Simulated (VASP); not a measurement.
Wanted: the native input for a VASP 6.6.1 run.

* Task: single point
* Functional: PBE
* Potentials or basis: VASP PAW PBE potentials, release 64 (Ba_sv, H, Bi_d)
* Cutoff: 520 eV
* k mesh: 4 × 4 × 4
* Occupations: gaussian, width 0.0339 eV
* Spin: no spin polarisation
* Dipole correction: no
* k mesh for the DOS: 6 × 6 × 6
* Occupations for the DOS: tetrahedron
* Further INCAR settings: ALGO = Normal; EDIFF = 1e-07

Crystal: BaBiH3.

```
Ba H Bi
1.0
     3.03460    3.03157    4.28252
     3.03460   -3.03157    4.28252
     3.07795    3.03157   -4.28252
Ba H Bi
2 6 2
Direct
  0.25060 0.50850 0.25790
  0.74940 0.49150 0.74210
  0.26020 0.06980 0.80960
  0.73980 0.93020 0.19040
  0.21650 0.00630 0.29800
  0.29170 0.48550 0.70200
  0.78350 0.99370 0.70200
  0.70830 0.51450 0.29800
  0.00000 0.00000 0.00000
  0.50000 0.00000 0.50000
```

One way to write it, as run:

POSCAR

```
BaBiH3
1.0
    3.0346000000      3.0315700000      4.2825150000
    3.0346000000     -3.0315700000      4.2825150000
    3.0779470000      3.0315700000     -4.2825150000
Ba H Bi
2 6 2
Direct
    0.2506000000      0.5085000000      0.2579000000
    0.7494000000      0.4915000000      0.7421000000
    0.2602000000      0.0698000000      0.8096000000
    0.7398000000      0.9302000000      0.1904000000
    0.2165000000      0.0063000000      0.2980000000
    0.2917000000      0.4855000000      0.7020000000
    0.7835000000      0.9937000000      0.7020000000
    0.7083000000      0.5145000000      0.2980000000
    0.0000000000      0.0000000000      0.0000000000
    0.5000000000      0.0000000000      0.5000000000
```

INCAR.step1

```
SYSTEM = BaBiH3
ALGO = Normal
EDIFF = 1E-7
ENCUT = 520
GGA = PE
ISIF = 2
ISMEAR = 0
LASPH = .True.
LCHARG = .True.
LREAL = .False.
LWAVE = .False.
NBANDS = 39
NELM = 100
PREC = Accurate
SIGMA = 0.0339
```

KPOINTS.step1

```
k-points
0
Gamma
  4 4 4
  0 0 0
```

INCAR.step2

```
SYSTEM = BaBiH3
ALGO = Normal
EDIFF = 1E-7
ENCUT = 520
GGA = PE
ICHARG = 11
ISIF = 2
ISMEAR = -5
LASPH = .True.
LCHARG = .False.
LORBIT = 10
LREAL = .False.
LWAVE = .False.
NEDOS = 1001
NELM = 100
PREC = Accurate
SIGMA = 0.0339
```

KPOINTS.step2

```
k-points
0
Gamma
  6 6 6
  0 0 0
```

Potentials or basis: VASP PAW PBE potentials, release 64 (Ba_sv, H, Bi_d).

Run with:

```console
$ cat potpaw_PBE.64/Ba_sv/POTCAR potpaw_PBE.64/H/POTCAR potpaw_PBE.64/Bi_d/POTCAR > POTCAR
$ cp INCAR.step1 INCAR
$ cp KPOINTS.step1 KPOINTS
$ mpirun -np 1 vasp_std > vasp.out
$ cp INCAR.step2 INCAR
$ cp KPOINTS.step2 KPOINTS
$ mpirun -np 1 vasp_std > vasp.out
```

It gave:

| Item | Value |
| --- | --- |
| Valence electrons inside the program's atomic spheres | Ba 7.97; H 0.50; Bi 12.94, 12.98 |

Run time: 3.7 min on 1 thread of Intel(R) Xeon(R) 6975P-C (Granite Rapids), on a shared host, peak memory 0.52 GiB.
